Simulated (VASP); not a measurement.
A run of VASP 6.6.1 is set up as follows.

The input INCAR:

```
SYSTEM = GaAs
ALGO     = Normal         ! electronic algorithm
EDIFF    = 1E-7           ! SCF threshold, eV
EDIFFG   = -0.01          ! ionic threshold
ENCUT    = 600            ! plane-wave cutoff, eV
GGA      = PE             ! functional
IBRION   = 2              ! ionic algorithm
ISIF     = 3              ! what is computed and relaxed
ISMEAR   = 0              ! smearing method
LASPH    = .TRUE.         ! aspherical terms in the spheres
LCHARG   = .FALSE.        ! write CHGCAR
LREAL    = .FALSE.        ! projectors in reciprocal space
LWAVE    = .FALSE.        ! write WAVECAR
NELM     = 100            ! most SCF steps
NSW      = 100            ! ionic steps
PREC     = Accurate       ! precision mode
SIGMA    = 0.1            ! smearing width, eV
```

KPOINTS

```
k-points
0
G
  12 12 8
  0 0 0
```

Contents of POSCAR:

```
GaAs
1.0
    3.7441507872      0.0000000000      0.0000000000
   -1.8720753936      3.2425296973      0.0000000000
    0.0000000000      0.0000000000      6.5188773196
Ga As
2 2
Direct
    0.0000000000      0.0000000000      0.0000000000
    0.0000000000      0.0000000000      0.5000000000
    0.3333333333      0.6666666667      0.2500000000
    0.6666666667      0.3333333333      0.7500000000
```

Potentials or basis: VASP PAW PBE potentials, release 64 (Ga_d, As).

Launch:

```console
$ cat potpaw_PBE.64/Ga_d/POTCAR potpaw_PBE.64/As/POTCAR > POTCAR
$ mpirun -np 1 vasp_std > vasp.out
```

(1) What does it give for the band gap on the k mesh?

(2) Predict the relaxed volume.

## Answers

(1) zero (band 18 reaches 5.82 eV, above the bottom of band 19 at 2.27 eV).

(2) 19.86 Å³/atom.
